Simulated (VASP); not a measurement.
# Ta3N (R-3m) in VASP: notebook

Runs on Ta3N. Level: PBE. Tasks: relaxation of cell and atoms, single point.

All numbers are computed with VASP 6.6.1; they aren't measurements. Logs are shortened: lines on timing, memory, paths and dates and some standing lists are left out, and cuts for length are marked.

**1. The cell of the first run**

It takes space group R-3m (No. 166, trigonal). Conventional cell: a = 4.324 Å, b = 4.324 Å, c = 12.940 Å, α = 90.00°, β = 90.00°, γ = 120.00°. Ta (site symmetry 3m) has 3 N at 2.54 Å and 7 Ta at 2.61 to 3.02 Å within 3.3 Å. Ta (site symmetry -3m) has 8 Ta at 2.61 to 3.02 Å and 6 N at 3.30 Å within 3.4 Å. Within 3.3 Å of N (site symmetry -3m) lie 12 Ta at 2.54 to 3.30 Å.

The cell was generated, and may not be a known phase.

**2. Relaxation of cell and atoms, PBE**

INCAR

```
SYSTEM = Ta3N
PREC = Accurate
ENCUT = 600
EDIFF = 1E-6
ISMEAR = 0
SIGMA = 0.1
LREAL = .False.
LASPH = .True.
NELM = 80
ALGO = Normal
ISIF = 3
LWAVE = .False.
LCHARG = .False.
GGA = PE
IBRION = 2
NSW = 90
EDIFFG = -0.04
```

KPOINTS

```
Automatic mesh
0
Gamma
  6 6 6
  0 0 0
```

POSCAR

```
Ta3N
1.0
    2.1621307400      1.2483067700      4.3132176400
   -2.1621307400      1.2483067700      4.3132176400
    0.0000000000     -2.4966135300      4.3132176400
Ta N
3 1
Direct
    0.7020093600      0.7020093600      0.7020093600
    0.2979906400      0.2979906400      0.2979906400
    0.5000000000      0.5000000000      0.5000000000
    0.0000000000      0.0000000000      0.0000000000
```

Potentials or basis: VASP PAW PBE potentials, release 64 (Ta_pv, N).

On the command line:

```console
cat potpaw_PBE.64/Ta_pv/POTCAR potpaw_PBE.64/N/POTCAR > POTCAR
mpirun -np 1 vasp_std > vasp.out
```

OUTCAR:

```text
SYSTEM = Ta3N
   PREC = Accurate
   ENCUT = 600
   EDIFF = 1E-6
   ISMEAR = 0
   LREAL = .False.
   LASPH = .True.
   NELM = 80
   ISIF = 3
   GGA = PE
   IBRION = 2
   NSW = 90
   EDIFFG = -0.04

 ion  position               nearest neighbor table
   1  0.702  0.702  0.702-   4 2.54   4 2.54   4 2.54   3 2.61   2 2.66   2 2.66   2 2.66   3 3.02
                             3 3.02   3 3.02
   2  0.298  0.298  0.298-   4 2.54   4 2.54   4 2.54   3 2.61   1 2.66   1 2.66   1 2.66   3 3.02
                             3 3.02   3 3.02
   3  0.500  0.500  0.500-   1 2.61   2 2.61   2 3.02   2 3.02   1 3.02   1 3.02   2 3.02   1 3.02

   4  0.000  0.000  0.000-   1 2.54   1 2.54   2 2.54   2 2.54   1 2.54   2 2.54

  LATTYP: Found a trigonal (rhomboedric) cell.
 ALAT       =     4.9836658735
 COS(alpha) =     0.6235597404

  Lattice vectors:

 A1 = (   2.1621307400,   1.2483067700,   4.3132176400)
 A2 = (  -2.1621307400,   1.2483067700,   4.3132176400)
 A3 = (   0.0000000000,  -2.4966135300,   4.3132176400)

Analysis of symmetry for initial positions (statically):
=====================================================================
 Subroutine PRICEL returns:
 Original cell was already a primitive cell.

 Routine SETGRP: Setting up the symmetry group for a
 trigonal (rhombohedral) supercell.

 Subroutine GETGRP returns: Found 12 space group operations
 (whereof 12 operations were pure point group operations)
 out of a pool of 12 trial point group operations.

The static configuration has the point symmetry D_3d.

Analysis of symmetry for dynamics (positions and initial velocities):
=====================================================================
 Subroutine PRICEL returns:
 Original cell was already a primitive cell.

 Routine SETGRP: Setting up the symmetry group for a
 trigonal (rhombohedral) supercell.

 Subroutine GETGRP returns: Found 12 space group operations
 (whereof 12 operations were pure point group operations)
 out of a pool of 12 trial point group operations.

The dynamic configuration has the point symmetry D_3d.

 Subroutine INISYM returns: Found 12 space group operations
 (whereof 12 operations are pure point group operations),
 and found     1 'primitive' translations

----------------------------------------------------------------------------------------

                                     Primitive cell

  volume of cell :      69.8483

  direct lattice vectors                    reciprocal lattice vectors
     2.162130740  1.248306770  4.313217640     0.231253361  0.133514190  0.077281825
    -2.162130740  1.248306770  4.313217640    -0.231253361  0.133514190  0.077281825
     0.000000000 -2.496613530  4.313217640     0.000000000 -0.267028380  0.077281826

  length of vectors
     4.983665874  4.983665874  4.983665872     0.277986756  0.277986756  0.277986755

  position of ions in fractional coordinates (direct lattice)
     0.702009360  0.702009360  0.702009360
     0.297990640  0.297990640  0.297990640
     0.500000000  0.500000000  0.500000000
     0.000000000  0.000000000  0.000000000

  ion indices of the primitive-cell ions
   primitive index   ion index
                 1           1
                 2           2
                 3           3
                 4           4

----------------------------------------------------------------------------------------

 KPOINTS: Automatic mesh

Automatic generation of k-mesh.
 Grid dimensions read from file:
 generate k-points for:    6    6    6

 Generating k-lattice:

  Cartesian coordinates                     Fractional coordinates (reciprocal lattice)
     0.038542227  0.022252365  0.012880304     0.166666667  0.000000000  0.000000000
    -0.038542227  0.022252365  0.012880304     0.000000000  0.166666667  0.000000000
     0.000000000 -0.044504730  0.012880304     0.000000000  0.000000000  0.166666667

  Length of vectors
     0.046331126  0.046331126  0.046331126

  Shift w.r.t. Gamma in fractional coordinates (k-lattice)
     0.000000000  0.000000000  0.000000000

 Subroutine IBZKPT returns following result:
 ===========================================

 Found     32 irreducible k-points:

 Following reciprocal coordinates:
            Coordinates               Weight
  0.000000  0.000000  0.000000      1.000000
  0.166667 -0.000000  0.000000      6.000000
  0.333333  0.000000 -0.000000      6.000000
  0.500000  0.000000 -0.000000      3.000000
  0.166667  0.166667 -0.000000      6.000000
  0.333333  0.166667 -0.000000     12.000000
[... 16 lines left out ...]
  0.500000  0.500000  0.166667      6.000000
 -0.333333  0.500000  0.166667     12.000000
 [... further k-points ...]
   k-points           NKPTS =     32   k-points in BZ     NKDIM =     32   number of bands    NBANDS=     23
   number of dos      NEDOS =    301   number of ions     NIONS =      4
   total plane-waves  NPLWV =  64000
   dimension x,y,z NGX =    40 NGY =   40 NGZ =   40
[... 24 lines left out ...]
   PSTRESS=    0.0 pullay stress
   NELECT =      38.0000    total number of electrons
   NUPDOWN=      -1.0000    fix difference up-down
   EMIN   =  10.00;   EMAX   =-10.00  energy-range for DOS
   EFERMI =   0.00;   METHOD = LEGACY
   ISMEAR =     0;   SIGMA  =   0.10  broadening in eV -4-tet -1-fermi 0-gaus
   EFERMI_NEDOS =   21; number of points for ismear=-14 and -15
   IALGO  =     38    algorithm
   IMIX   =      4    mixing-type and parameters
     AMIX     =   0.40;   BMIX     =  1.00
     AMIX_MAG =   1.60;   BMIX_MAG =  1.00
  volume/ion in A,a.u.               =      17.46       117.84
  Fermi-wavevector in a.u.,A,eV,Ry     =   1.336444  2.525513 24.301125  1.786082
  Thomas-Fermi vector in A             =   2.465070
   LORBIT       =      0    0 simple, 1 ext, 2 COOP (PROOUT), +10 PAW based schemes
   GGA     = PE    functional components
   LHFCALC =     F    Hartree Fock is set to
   AEXX    =    0.0000 exact exchange contribution
   IVDW    =     0    specifies the selected vdW correction
   LEPSILON=     F    determine dielectric tensor
   LRPA    =     F    only Hartree local field effects (RPA)
 conjugate gradient relaxation of ions
 non-spin polarized calculation
 Gauss-broadening in eV      SIGMA  =   0.10
  energy-cutoff  :      600.00
  volume of cell :       69.85
 maximum number of plane-waves:      2366
   NGX = 19   NGY = 19   NGZ = 19

--------------------------------------- Ionic step        1  -------------------------------------------

 number of electron      38.0000002 magnetization

 Free energy of the ion-electron system (eV)
  ---------------------------------------------------
  ext. energy  EPLUGINS =         0.00000000
  ---------------------------------------------------
  free energy    TOTEN  =       -38.51955605 eV

  energy without entropy =      -38.50197226  energy(sigma->0) =      -38.51076416

------------------------ aborting loop because EDIFF is reached ----------------------------------------

  FORCE on cell =-STRESS in cart. coord.  units (eV):
  Direction    XX          YY          ZZ          XY          YZ          ZX
  --------------------------------------------------------------------------------------
  -------------------------------------------------------------------------------------
  Total       -2.3356144     -2.3356144      3.5597508      0.0000000      0.0000000      0.0000000
  in kB      -53.5742167    -53.5742169     81.6534006      0.0000000      0.0000001      0.0000000
  external PRESSURE =      -8.4983443 kB  Pullay stress =       0.0000000 kB
[... 95 lines left out ...]
  FREE ENERGIE OF THE ION-ELECTRON SYSTEM (eV)
  ---------------------------------------------------
  free  energy   TOTEN  =       -39.8843506610 eV

  energy  without entropy=      -39.8697099341  energy(sigma->0) =      -39.87703030

 E-fermi :  10.7151     XC(G=0): -14.5603

 val. band max:       10.6698520605   @ k =  -0.3333   0.3333   0.0000
 cond. band min:      10.7656823740   @ k =   0.5000   0.3333   0.1667
 fundamental gap:      0.0958303136
 Fermi energy:        10.7151041541

 k-point     1 :       0.0000    0.0000    0.0000
  band No.  band energies     occupation
      1     -28.9723      2.00000
      2     -24.5857      2.00000
      3     -24.5857      2.00000
      4     -23.5200      2.00000
      5     -23.1326      2.00000
      6     -23.1326      2.00000
[... 613 lines left out ...]
     22      13.6235      0.00000
     23      15.5067      0.00000

 [... further k-points ...]

[... ionic steps 4 to 35 ...]

--------------------------------------- Ionic step       36  -------------------------------------------

 number of electron      38.0000013 magnetization

------------------------ aborting loop because EDIFF is reached ----------------------------------------
[... 71 lines left out ...]
--------------------------------------- Ionic step       38  -------------------------------------------

 number of electron      38.0000012 magnetization

 Free energy of the ion-electron system (eV)
  ---------------------------------------------------
  ext. energy  EPLUGINS =         0.00000000
  ---------------------------------------------------
  free energy    TOTEN  =       -45.62567350 eV

  energy without entropy =      -45.61571147  energy(sigma->0) =      -45.62069248

 E-fermi :   6.7019     XC(G=0): -12.7281

 val. band max:        6.6839707793   @ k =   0.1667   0.1667   0.1667
 cond. band min:       6.7318849206   @ k =   0.0000   0.0000   0.0000
 fundamental gap:      0.0479141414
 Fermi energy:         6.7018689129

 k-point     1 :       0.0000    0.0000    0.0000
  band No.  band energies     occupation
      1     -28.5140      2.00000
      2     -28.1833      2.00000
      3     -27.9517      2.00000
      4     -27.9517      2.00000
      5     -27.8995      2.00000
      6     -27.8995      2.00000
[... 613 lines left out ...]
     22       8.9999      0.00000
     23       9.8910      0.00000

 [... further k-points ...]

------------------------ aborting loop because EDIFF is reached ----------------------------------------

  FORCE on cell =-STRESS in cart. coord.  units (eV):
  Direction    XX          YY          ZZ          XY          YZ          ZX
  --------------------------------------------------------------------------------------
  -------------------------------------------------------------------------------------
  Total        0.0140465      0.0140465     -0.0737211     -0.0000000     -0.0000000      0.0000000
  in kB        0.3786420      0.3786420     -1.9872508     -0.0000000     -0.0000000      0.0000000
  external PRESSURE =      -0.4099889 kB  Pullay stress =       0.0000000 kB
[... 19 lines left out ...]
  FREE ENERGIE OF THE ION-ELECTRON SYSTEM (eV)
  ---------------------------------------------------
  free  energy   TOTEN  =       -45.6256735033 eV

  energy  without entropy=      -45.6157114658  energy(sigma->0) =      -45.62069248

 reached required accuracy - stopping structural energy minimisation
```

It took 18 min on 1 thread of Intel Xeon 6975P-C (Granite Rapids), shared host; peak memory 0.29 GiB.

What came out:

* Free energy: -45.6257 eV
* Relaxed volume: 14.86 Å³/atom
* Relaxed cell: a = 7.316 Å, b = 7.316 Å, c = 7.316 Å, α = 24.55°, β = 24.55°, γ = 24.55°
* Space group after relaxing (to 0.1 Å): R-3m (No. 166)
* Pressure after relaxing: 0.0 GPa
* Largest force after relaxing: 0.007 eV/Å
* Band gap on the k mesh: zero (bands 19 and 20 overlap by 0.42 eV)

Forces on the atoms (eV/Å):
```
Ta   0.000  0.000 -0.007
Ta   0.000  0.000  0.007
Ta   0.000  0.000  0.000
N    0.000  0.000  0.000
```

Final structure:
```
CELL_PARAMETERS angstrom
1.55534 0.89798 7.09264
-1.55534 0.89798 7.09264
0.00000 -1.79595 7.09264
ATOMIC_POSITIONS crystal
Ta 0.72420 0.72420 0.72420
Ta 0.27580 0.27580 0.27580
Ta 0.50000 0.50000 0.50000
N 0.00000 0.00000 0.00000
```

Caveat: a cell axis changed by over 15 % at a fixed basis, so the end point is rough; spin-orbit coupling is left out, which moves the levels of the heavy elements.

**3. Single point, PBE, collinear spin**

This run uses another cell than the first one, of 15.01 Å³/atom.

INCAR

```
SYSTEM = Ta3N
ALGO     = Normal         ! electronic algorithm
EDIFF    = 1E-6           ! SCF threshold, eV
ENCUT    = 520            ! plane-wave cutoff, eV
GGA      = PE             ! functional
ISIF     = 2              ! what is computed and relaxed
ISMEAR   = 0              ! smearing method
ISPIN    = 2              ! spin polarisation
LASPH    = .True.         ! aspherical terms in the spheres
LCHARG   = .False.        ! write CHGCAR
LMAXMIX  = 4              ! l up to which the mixer works
LORBIT   = 11             ! projections on sites
LREAL    = .False.        ! projectors in reciprocal space
LWAVE    = .False.        ! write WAVECAR
MAGMOM   = 1 1 1 0        ! initial moments
NBANDS   = 31             ! bands
NELM     = 150            ! most SCF steps
PREC     = Accurate       ! precision mode
SIGMA    = 0.1            ! smearing width, eV
```

KPOINTS

```
k-points
0
Gamma
  6 6 6
  0 0 0
```

POSCAR

```
Ta3N
1.0
    1.5371318320      0.8874634770      7.3370294506
   -1.5371318320      0.8874634770      7.3370294506
    0.0000000000     -1.7749269539      7.3370294506
Ta N
3 1
Direct
    0.7240937293      0.7240937293      0.7240937293
    0.2759062707      0.2759062707      0.2759062707
    0.5000000000      0.5000000000      0.5000000000
    0.0000000000      0.0000000000      0.0000000000
```

Potentials or basis: VASP PAW PBE potentials, release 64 (Ta_pv, N).

On the command line:

```console
cat potpaw_PBE.64/Ta_pv/POTCAR potpaw_PBE.64/N/POTCAR > POTCAR
mpirun -np 1 vasp_std > vasp.out
```

Run time: 4.3 min. Hardware: 1 thread of Intel Xeon 6975P-C (Granite Rapids), shared host; peak memory 0.58 GiB.

The run converged. Its results:

```
Free energy                                           : -46.0402 eV
Pressure                                              : 0.2 GPa
Largest force                                         : 0.053 eV/Å
Band gap on the k mesh                                : zero (filled and empty bands overlap)
Net moment                                            : 0.00 μB per cell
Valence electrons inside the program's atomic spheres : Ta 8.88, 8.73 (each value once); N 3.76
```

Forces on the atoms (eV/Å):
```
Ta   0.000  0.000  0.053
Ta   0.000  0.000 -0.053
Ta   0.000  0.000  0.000
N    0.000  0.000  0.000
```

Stress tensor (GPa, compression positive):
```
0.29 0.00 0.00
0.00 0.29 0.00
0.00 0.00 0.15
```

Levels at points of the mesh, in eV from the Fermi level:
Spin up:
```
           k point  band 17  band 18  band 19  band 20  band 21  band 22
(0.00, 0.00, 0.00)    -0.68    -0.68    -0.22     0.19     0.19     0.98
(0.50, 0.00, 0.00)    -1.40    -1.23    -0.25     1.07     1.31     2.27
(0.50, 0.50, 0.00)    -1.06    -0.99     0.21     0.44     0.63     3.08
(0.50, 0.50, 0.50)    -1.05    -0.45    -0.45     0.33     0.33     1.39
```
Spin down:
| k point | band 17 | band 18 | band 19 | band 20 | band 21 | band 22 |
| --- | --- | --- | --- | --- | --- | --- |
| (0.00, 0.00, 0.00) | -0.68 | -0.68 | -0.22 | 0.19 | 0.19 | 0.98 |
| (0.50, 0.00, 0.00) | -1.40 | -1.23 | -0.26 | 1.06 | 1.31 | 2.27 |
| (0.50, 0.50, 0.00) | -1.06 | -0.99 | 0.21 | 0.44 | 0.63 | 3.08 |
| (0.50, 0.50, 0.50) | -1.05 | -0.45 | -0.45 | 0.33 | 0.33 | 1.39 |

Caveat: the k points lie up to 0.40 Å⁻¹ apart; spin-orbit coupling is left out, which moves the levels of the heavy elements.

**4. Single point, PBE, collinear spin**

INCAR

```
SYSTEM = Ta3N
  PREC = Accurate
  ENCUT = 520
  EDIFF = 1E-7
  ISMEAR = 0
  SIGMA = 0.1
  LREAL = .FALSE.
  LASPH = .TRUE.
  NELM = 150
  ALGO = Normal
  ISIF = 2
  LWAVE = .FALSE.
  LCHARG = .TRUE.
  ISPIN = 2
  MAGMOM = 1 1 1 0
  LORBIT = 11
  LMAXMIX = 4
  GGA = PE
  LELF = .TRUE.
  LVHAR = .TRUE.
  NBANDS = 31
```

KPOINTS

```
regular mesh
0
G
  6 6 6
  0 0 0
```

POSCAR

```
Ta3N
1.0
    2.1621307400      1.2483067700      4.3132176400
   -2.1621307400      1.2483067700      4.3132176400
    0.0000000000     -2.4966135300      4.3132176400
Ta N
3 1
Direct
    0.7020093600      0.7020093600      0.7020093600
    0.2979906400      0.2979906400      0.2979906400
    0.5000000000      0.5000000000      0.5000000000
    0.0000000000      0.0000000000      0.0000000000
```

On the command line:

```console
cat potpaw_PBE.64/Ta_pv/POTCAR potpaw_PBE.64/N/POTCAR > POTCAR
mpirun -np 1 vasp_std > vasp.out
```

Wall time 1.7 min (1 thread of Intel Xeon 6975P-C (Granite Rapids), shared host); peak memory 0.33 GiB.

It converged, with:

```
Free energy                                           : -38.5174 eV
Pressure                                              : -0.8 GPa
Largest force                                         : 2.936 eV/Å
Band gap on the k mesh                                : zero (filled and empty bands overlap)
Net moment                                            : 0.00 μB per cell
Valence electrons inside the program's atomic spheres : Ta 9.02, 8.88 (each value once); N 3.44
```

Forces on the atoms (eV/Å):
```
Ta   0.000  0.000  2.936
Ta   0.000  0.000 -2.936
Ta   0.000  0.000  0.000
N    0.000  0.000  0.000
```

Stress tensor (GPa, compression positive):
```
-5.32  0.00  0.00
 0.00 -5.32  0.00
 0.00  0.00  8.23
```

Levels at points of the mesh, in eV from the Fermi level:
Spin up:
```tsv
k point	band 16	band 17	band 18	band 19	band 20	band 21	band 22	band 23
(0.00, 0.00, 0.00)	-2.16	-0.60	-0.60	-0.53	0.84	0.84	1.38	1.43
(0.50, 0.00, 0.00)	-1.30	-0.94	-0.81	-0.69	0.26	0.32	0.97	1.62
(0.50, 0.50, 0.00)	-2.44	-0.90	-0.49	-0.13	0.21	1.22	1.39	1.67
(0.50, 0.50, 0.50)	-1.95	-1.39	-0.79	-0.79	0.63	1.27	1.27	2.33
```
Spin down:
```
           k point  band 15  band 16  band 17  band 18  band 19  band 20  band 21  band 22  band 23  band 24
(0.00, 0.00, 0.00)    -2.16    -2.16    -0.60    -0.60    -0.53     0.84     0.84     1.38     1.43     3.12
(0.50, 0.00, 0.00)    -1.51    -1.30    -0.94    -0.81    -0.69     0.26     0.32     0.97     1.62     2.20
(0.50, 0.50, 0.00)    -2.94    -2.44    -0.90    -0.49    -0.13     0.21     1.22     1.39     1.67     2.24
(0.50, 0.50, 0.50)    -1.95    -1.95    -1.39    -0.79    -0.79     0.63     1.27     1.27     2.33     3.57
```

Caveat: the stress differs along the axes, from -5 to 8 GPa; spin-orbit coupling is left out, which moves the levels of the heavy elements; forces of over 1 eV/Å act on the atoms, so gaps and moduli don't describe the material at rest.

**5. Overview**

| task | spin | cell | cutoff (eV) | gap on the mesh (eV) | pressure (GPa) | moment (μB) | largest force (eV/Å) |
| --- | --- | --- | --- | --- | --- | --- | --- |
| relaxation of cell and atoms | off | relaxed from a = 4.984 Å, angles 51.4°, 4 atoms, atomic positions A | 600 | none | 0.0 | - | 0.01 |
| single point | collinear | a = 7.549 Å, angles 23.5°, 4 atoms, atomic positions B | 520 | none | 0.2 | 0.00 | 0.05 |
| single point | collinear | a = 4.984 Å, angles 51.4°, 4 atoms, atomic positions A | 520 | none | -0.8 | 0.00 | 2.94 |

Alike in all rows: level PBE; potentials or basis VASP PAW PBE potentials, release 64 (Ta_pv, N); k mesh 6 × 6 × 6; smearing gaussian 0.1 eV.

Caveats: some runs use coarse meshes; spin-orbit coupling is left out, which moves the levels of the heavy elements; a cell axis changed by over 15 % at a fixed basis, so the end point is rough (at least some runs); the stress differs along the axes, from -5 to 8 GPa (at least some runs); forces of over 1 eV/Å act on the atoms, so gaps and moduli don't describe the material at rest (at least some runs).

Total energies depend on the potentials used, so only differences within one code and one set of settings carry meaning.

The gap in the log of VASP goes by the Fermi energy; the results here count the filled bands.